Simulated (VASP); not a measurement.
Runs of VASP 6.6.1 on VRu. Symmetry: Pm-3m, No. 221, cubic system. Conventional cell: a = 2.990 Å, b = 2.990 Å, c = 2.990 Å, α = 90.00°, β = 90.00°, γ = 90.00°. Within 3.4 Å of V (site symmetry m-3m) lie 8 Ru at 2.59 Å and 6 V at 2.99 Å. Ru (site symmetry m-3m) has 8 V at 2.59 Å and 6 Ru at 2.99 Å within 3.4 Å. 

| spin | fixed moment (μB) | pressure (GPa) | moment (μB) |
| --- | --- | --- | --- |
| collinear, ferromagnetic start | 1.5 | -6.2 | 1.50 |
| collinear, zero start | 0.0 | -10.5 | 0.00 |
| collinear, ferromagnetic start | 0.3 | -10.5 | 0.30 |
| collinear, ferromagnetic start | 1.8 | (b) | 1.80 |
| collinear, ferromagnetic start | 0.6 | -9.9 | 0.60 |
| collinear, ferromagnetic start | 0.9 | -9.0 | 0.90 |
| collinear, ferromagnetic start | 1.2 | (a) | 1.20 |

Alike in all rows: task single point; level LDA; potentials or basis VASP PAW LDA potentials, release 64 (V_sv, Ru_pv); cell as given; k mesh 10 × 10 × 10; cutoff (eV) 520; smearing fermi-dirac 0.05 eV.

Task: Estimate the missing entries.

Result: (a) -7.7; (b) -4.7.

Caveats: the total moment is fixed, so each spin has its own Fermi level.
